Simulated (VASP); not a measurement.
# C (I4_1/amd) in VASP: further runs, part 2 of 2

VASP 6.6.1. Earlier steps stand in the parts before.

## Step 4: Single point, LDA (in-plane strain +0.01)

INCAR reads:

```
SYSTEM = C
ALGO = Normal
EDIFF = 1E-6
ENCUT = 520
ISIF = 2
ISMEAR = 0
LASPH = .TRUE.
LCHARG = .TRUE.
LELF = .TRUE.
LREAL = .FALSE.
LVHAR = .TRUE.
LWAVE = .FALSE.
NBANDS = 11
NELM = 100
PREC = Accurate
SIGMA = 0.01
```

KPOINTS reads:

```
k-points
0
G
  12 12 12
  0 0 0
```

POSCAR reads:

```
C
1.0
    1.7835325966      1.7835325966      0.0000000000
   -1.7835325966      1.7835325966      0.0000000000
    0.0000000000      1.7835325966      1.7552786148
C
2
Direct
    0.5000000000      0.5000000000      0.0000000000
    0.7500000000      0.2500000000      0.5000000000
```

Potentials or basis: VASP PAW LDA potentials, release 64 (C).

Started as:

```console
cat potpaw_LDA.64/C/POTCAR > POTCAR
mpirun -np 1 vasp_std > vasp.out
```

OUTCAR:

```text
SYSTEM = C
   EDIFF = 1E-6
   ENCUT = 520
   ISIF = 2
   ISMEAR = 0
   LASPH = .TRUE.
   LREAL = .FALSE.
   NELM = 100
   PREC = Accurate

 ion  position               nearest neighbor table
   1  0.500  0.500  0.000-   2 1.54   2 1.54   2 1.54   2 1.54
   2  0.750  0.250  0.500-   1 1.54   1 1.54   1 1.54   1 1.54

  LATTYP: Found a body centered tetragonal cell.
 ALAT       =     2.5222959870
 C/A-ratio  =     1.3918101791

  Lattice vectors:

 A1 = (   1.7835325966,   0.0000000000,  -1.7552786148)
 A2 = (  -1.7835325966,   0.0000000000,  -1.7552786148)
 A3 = (   0.0000000000,   1.7835325966,   1.7552786148)

Analysis of symmetry for initial positions (statically):
=====================================================================
 Subroutine PRICEL returns:
 Original cell was already a primitive cell.

 Routine SETGRP: Setting up the symmetry group for a
 body centered tetragonal supercell.

 Subroutine GETGRP returns: Found 16 space group operations
 (whereof  8 operations were pure point group operations)
 out of a pool of 16 trial point group operations.

The static configuration has the point symmetry D_2d.
[... 167 lines left out ...]
 fundamental gap:      3.7562627005
 Fermi energy:        10.2163060745

 k-point     1 :       0.0000    0.0000    0.0000
  band No.  band energies     occupation
      1     -11.5738      2.00000
      2       9.8756      2.00000
      3       9.8756      2.00000
      4      10.1144      2.00000
      5      15.4139      0.00000
      6      15.6095      0.00000
      7      15.6095      0.00000
      8      23.8683      0.00000
      9      29.1686      0.00000
     10      36.3376      0.00000
     11      37.1389      0.00000
[... 309 lines left out ...]
 k-point    24 :      -0.4167    0.1667    0.0000
  band No.  band energies     occupation
      1      -7.3753      2.00000
      2       0.1800      2.00000
      3       5.5799      2.00000
      4       5.9337      2.00000
      5      16.7337      0.00000
      6      20.8277      0.00000
      7      21.3748      0.00000
      8      22.7421      0.00000
      9      30.8425      0.00000
     10      32.3914      0.00000
     11      37.4324      0.00000

 [... further k-points ...]
[... 5 lines left out ...]
  --------------------------------------------------------------------------------------
  -------------------------------------------------------------------------------------
  Total       -0.6762920     -0.6762920      0.3533580      0.0000000      0.0000000      0.0000000
  in kB      -97.0301455    -97.0301455     50.6975908      0.0000000      0.0000000      0.0000000
  external PRESSURE =     -47.7875667 kB  Pullay stress =       0.0000000 kB

 VOLUME and BASIS-vectors are now :
 -----------------------------------------------------------------------------
  energy-cutoff  :      520.00
  volume of cell :       11.17
      direct lattice vectors                 reciprocal lattice vectors
     1.783532597  1.783532597  0.000000000     0.280342507  0.280342507 -0.284855063
    -1.783532597  1.783532597  0.000000000    -0.280342507  0.280342507 -0.284855063
     0.000000000  1.783532597  1.755278615     0.000000000  0.000000000  0.569710126

 POSITION                                       TOTAL-FORCE (eV/Angst)
 -----------------------------------------------------------------------------------
      0.00000      1.78353      0.00000         0.000000      0.000000      0.000000
      0.89177      2.67530      0.87764        -0.000000     -0.000000      0.000000
 -----------------------------------------------------------------------------------
    total drift:                                0.000000     -0.000000      0.000000

  FREE ENERGIE OF THE ION-ELECTRON SYSTEM (eV)
  ---------------------------------------------------
  free  energy   TOTEN  =       -20.2384833706 eV

  energy  without entropy=      -20.2384833706  energy(sigma->0) =      -20.23848337
```

stdout:

```text
POSCAR found type information on POSCAR C
 POSCAR found :  1 types and       2 ions
 scaLAPACK will be used
 LDA part: xc-table for (Slater(with rela. corr.)+CA(PZ))
 , standard interpolation
 POSCAR, INCAR and KPOINTS ok, starting setup
 FFT: planning ... GRIDC
 FFT: planning ... GRID_SOFT
 FFT: planning ... GRID
 WAVECAR not read
 entering main loop
```

Wall time 7.1 s (1 thread of Intel Xeon 6975P-C (Granite Rapids), shared host); peak memory 0.12 GiB.

What came out:

```
Free energy            : -20.2385 eV
Pressure               : -4.8 GPa
Band gap on the k mesh : 3.76 eV, indirect (least direct gap 5.30 eV)
```

Stress tensor (GPa, compression positive):
```
-9.70  0.00  0.00
 0.00 -9.70  0.00
 0.00  0.00  5.07
```

Levels at points of the mesh, in eV from the valence-band top:
| k point | band 1 | band 2 | band 3 | band 4 | band 5 | band 6 | band 7 | band 8 |
| --- | --- | --- | --- | --- | --- | --- | --- | --- |
| (0.00, 0.00, 0.00) | -21.69 | -0.24 | -0.24 | 0.00 | 5.30 | 5.50 | 5.50 | 13.75 |
| (0.50, 0.00, 0.00) | -15.75 | -13.69 | -3.13 | -2.84 | 8.22 | 8.25 | 9.18 | 15.39 |
| (0.50, 0.50, 0.00) | -12.96 | -12.96 | -6.46 | -6.46 | 4.71 | 4.71 | 16.67 | 16.67 |
| (0.00, 0.00, 0.50) | -12.71 | -12.71 | -6.70 | -6.70 | 4.33 | 4.33 | 16.76 | 16.76 |

Caveat: the cell differs from its parent crystal (in-plane strain +0.01).

## Step 5: The runs side by side

| cell | gap on the mesh (eV) | pressure (GPa) |
| --- | --- | --- |
| a = 2.510, b = 2.510, c = 2.502 Å, angles 59.9, 59.9, 90.0°, 2 atoms | 4.01 | -2.4 |
| a = 2.522, b = 2.522, c = 2.507 Å, angles 59.8, 59.8, 90.0°, 2 atoms | 3.83 | -6.3 |
| a = 2.522, b = 2.522, c = 2.502 Å, angles 59.7, 59.7, 90.0°, 2 atoms | 3.76 | -4.8 |

Alike in all rows: task single point; level LDA; potentials or basis VASP PAW LDA potentials, release 64 (C); no spin polarisation; k mesh 12 × 12 × 12; cutoff (eV) 520; smearing gaussian 0.01 eV.

Absolute energies hang on the potentials; compare differences alone.
